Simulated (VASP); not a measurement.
## EuS (rocksalt type): electric field gradients with PBE

EuS (rocksalt type):

```
Eu S
1.0
     0.00000    2.88470    2.88470
     2.88470    0.00000    2.88470
     2.88470    2.88470    0.00000
Eu S
1 1
Cartesian
  0.0000 0.0000 0.0000
  2.8847 2.8847 2.8847
```

```json
{"Program": "VASP 6.6.1", "Task": "electric field gradients", "Functional": "PBE", "Potentials or basis": "VASP PAW PBE potentials, release 64 (Eu, S)", "Cutoff": "520 eV", "k mesh": "10 × 10 × 10", "Occupations": "fermi-dirac, width 0.08 eV", "Spin": "collinear spin, ferromagnetic start", "Starting moments": "[7.0, 0.0] μB", "Dipole correction": "no", "Further INCAR settings": "ALGO = Normal; EDIFF = 1e-08; NBANDS = 22"}
```

```json
{
  "Pressure": "2.0 GPa",
  "Net moment": "6.92 μB per cell",
  "Site moments": "Eu +6.54; S -0.07 μB",
  "Largest electric field gradient by atom": "zero within the noise of the run",
  "Valence electrons inside the program's atomic spheres": "Eu 14.77; S 3.78"
}
```

Levels at points of the mesh, in eV from the Fermi level:
Spin up:
| k point | band 12 | band 13 | band 14 | band 15 | band 16 | band 17 | band 18 | band 19 |
| --- | --- | --- | --- | --- | --- | --- | --- | --- |
| (0.00, 0.00, 0.00) | -0.35 | 0.06 | 0.06 | 0.06 | 0.95 | 0.95 | 0.95 | 1.32 |
| (0.50, 0.00, 0.00) | -0.40 | -0.40 | -0.36 | -0.35 | 3.18 | 3.48 | 3.88 | 3.88 |
| (0.50, 0.50, 0.00) | -0.42 | -0.42 | -0.37 | -0.13 | -0.13 | 3.17 | 3.74 | 4.99 |
Spin down:
| k point | band 6 | band 7 | band 8 | band 9 | band 10 | band 11 |
| --- | --- | --- | --- | --- | --- | --- |
| (0.00, 0.00, 0.00) | -2.66 | -2.66 | -2.66 | 1.72 | 1.72 | 1.72 |
| (0.50, 0.00, 0.00) | -5.46 | -3.99 | -3.99 | 2.86 | 3.94 | 3.94 |
| (0.50, 0.50, 0.00) | -3.77 | -2.99 | -2.99 | -0.45 | 4.03 | 4.13 |

Run time: 5.9 min on 1 thread of Intel Xeon 8259CL (shared host), peak memory 0.25 GiB.

Caveat: spin-orbit coupling is left out, which moves the levels of the heavy elements; a cell with one magnetic atom can't hold antiferromagnetic order, which such compounds often take; semilocal functionals describe open f shells poorly, which spoils levels, moments and volumes. The state reached can hang on the start; a lower one may exist.
